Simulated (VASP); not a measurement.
**MgO: single point with PBE**

Crystal: MgO.

```xyz
2
Lattice="0.0000 2.1566 2.1566 2.1566 0.0000 2.1566 2.1566 2.1566 0.0000" Properties=species:S:1:pos:R:3 pbc="T T T"
Mg    0.0000    0.0000    0.0000
O     2.1566    2.1566    2.1566
```

```json
{
 "Program": "VASP 6.6.1",
 "Task": "single point",
 "Functional": "PBE",
 "Potentials or basis": "VASP PAW PBE potentials, release 64 (Mg_sv, O)",
 "Cutoff": "840 eV",
 "k mesh": "8 × 8 × 8",
 "Occupations": "gaussian, width 0.01 eV",
 "Spin": "no spin polarisation",
 "Dipole correction": "no",
 "Further INCAR settings": "ALGO = Normal; EDIFF = 1e-06; NBANDS = 15"
}
```

```yaml
Pressure: -5.7 GPa
Band_gap_on_the_k_mesh: 4.08 eV
```

Levels at points of the mesh, in eV from the valence-band top:
```csv
k point,band 5,band 6,band 7,band 8,band 9,band 10,band 11,band 12
"(0.00, 0.00, 0.00)",-16.90,0.00,0.00,0.00,4.08,15.40,15.40,15.40
"(0.50, 0.00, 0.00)",-15.77,-4.31,-0.58,-0.58,7.46,11.82,15.61,15.61
"(0.50, 0.50, 0.00)",-15.57,-3.77,-1.24,-1.24,9.03,9.25,12.36,17.94
```

It took 13 s on 1 thread of AMD EPYC 7R13 Processor (Zen 3), on a shared host, peak memory 0.14 GiB.

Caveat: the cell stands under tension. PBE gaps usually lie below the measured ones, often by a third to a half.
